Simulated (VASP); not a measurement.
## SiC: relaxation of cell and atoms with PBEsol+D4

The system is SiC.

```
Si C
1.0
     3.09500    0.00000    0.00000
    -1.54750    2.68035    0.00000
     0.00000    0.00000   15.17000
Si C
6 6
Direct
  0.66667 0.33333 0.45830
  0.33333 0.66667 0.95830
  0.66667 0.33333 0.79170
  0.33333 0.66667 0.29170
  0.00000 0.00000 0.62500
  0.00000 0.00000 0.12500
  0.66667 0.33333 0.33330
  0.33333 0.66667 0.83330
  0.66667 0.33333 0.66670
  0.33333 0.66667 0.16670
  0.00000 0.00000 0.50000
  0.00000 0.00000 0.00000
```

* Program: VASP 6.6.1
* Task: relaxation of cell and atoms
* Functional: PBEsol
* Dispersion: D4
* Potentials or basis: VASP PAW PBE potentials, release 64 (Si, C)
* Cutoff: 600 eV
* k mesh: 10 × 10 × 2
* Occupations: fermi-dirac, width 0.05 eV
* Spin: no spin polarisation
* Dipole correction: no
* Further INCAR settings: ALGO = Normal; EDIFF = 1e-06; IBRION = 2; EDIFFG = -0.01; NSW = 60; ISIF = 3

| Property | Result |
| --- | --- |
| Relaxed volume | 10.23 Å³/atom |
| Relaxed cell | a = 3.069 Å, b = 3.069 Å, c = 15.059 Å, α = 90.00°, β = 90.00°, γ = 120.00° |
| Space group after relaxing (to 0.1 Å) | P6_3mc (No. 186) |
| Energy gained by relaxing | 4.4 meV/atom |
| Ionic steps | 7 |
| Pressure after relaxing | -0.1 GPa |
| Largest force after relaxing | 0.009 eV/Å |
| Band gap on the k mesh | 1.91 eV (least direct gap 3.02 eV) |
| Dispersion energy per atom | -0.188 eV |

Forces in eV/Å, atoms in the order of the input:
```
Si   0.000  0.000 -0.002
Si   0.000  0.000 -0.002
Si   0.000  0.000 -0.007
Si   0.000  0.000 -0.007
Si   0.000  0.000 -0.004
Si   0.000  0.000 -0.004
C    0.000  0.000  0.003
C    0.000  0.000  0.003
C    0.000  0.000  0.002
C    0.000  0.000  0.002
C    0.000  0.000  0.009
C    0.000  0.000  0.009
```

Stress tensor (GPa, compression positive):
```
-0.05  0.00  0.00
 0.00 -0.05  0.00
 0.00  0.00 -0.14
```

Step by step:
| step | energy change (eV) | largest force (eV/Å) | pressure (GPa) | volume (Å³) |
| --- | --- | --- | --- | --- |
| 1 | 0.0000 | 0.1435 | -5.30 | 125.85 |
| 2 | 0.0071 | 0.1235 | 6.15 | 119.63 |
| 3 | -0.0529 | 0.0256 | -0.02 | 122.78 |
| 4 | -0.0529 | 0.0264 | 0.09 | 122.72 |
| 5 | -0.0530 | 0.0139 | 0.11 | 122.71 |
| 6 | -0.0530 | 0.0148 | 0.10 | 122.71 |
| 7 | -0.0530 | 0.0087 | -0.08 | 122.82 |

Final structure:
```yaml
crystal:
  lattice:
    - [3.06883, 0.00000, 0.00000]
    - [-1.53441, 2.65768, 0.00000]
    - [0.00000, 0.00000, 15.05855]
  atoms:
    - { symbol: Si, position: [0.66667, 0.33333, 0.45831] }
    - { symbol: Si, position: [0.33333, 0.66667, 0.95831] }
    - { symbol: Si, position: [0.66667, 0.33333, 0.79184] }
    - { symbol: Si, position: [0.33333, 0.66667, 0.29184] }
    - { symbol: Si, position: [0.00000, 0.00000, 0.62504] }
    - { symbol: Si, position: [0.00000, 0.00000, 0.12504] }
    - { symbol: C, position: [0.66667, 0.33333, 0.33332] }
    - { symbol: C, position: [0.33333, 0.66667, 0.83332] }
    - { symbol: C, position: [0.66667, 0.33333, 0.66683] }
    - { symbol: C, position: [0.33333, 0.66667, 0.16683] }
    - { symbol: C, position: [0.00000, 0.00000, 0.49967] }
    - { symbol: C, position: [0.00000, 0.00000, 0.99967] }
```

Levels at points of the mesh, in eV from the valence-band top:
```tsv
k point	band 20	band 21	band 22	band 23	band 24	band 25	band 26	band 27	band 28	band 29
(0.00, 0.00, 0.00)	-0.30	-0.30	-0.04	0.00	0.00	5.21	5.38	5.80	6.31	6.38
(0.50, 0.00, 0.00)	-2.29	-1.83	-1.80	-1.69	-1.11	1.91	2.10	3.12	3.81	4.51
(0.00, 0.00, 0.50)	-0.64	-0.10	-0.10	-0.10	-0.10	5.28	5.28	6.03	6.03	6.72
(0.50, 0.00, 0.50)	-2.38	-1.73	-1.73	-1.32	-1.32	1.95	1.95	3.34	3.34	4.77
```

Wall time 4.4 min on 1 thread of Intel(R) Xeon(R) 6975P-C (Granite Rapids), with other jobs on the host, peak memory 0.36 GiB.

Caveat: the PAW data sets were made with another functional, which shifts forces and pressure a little. A k mesh can miss the band edges.
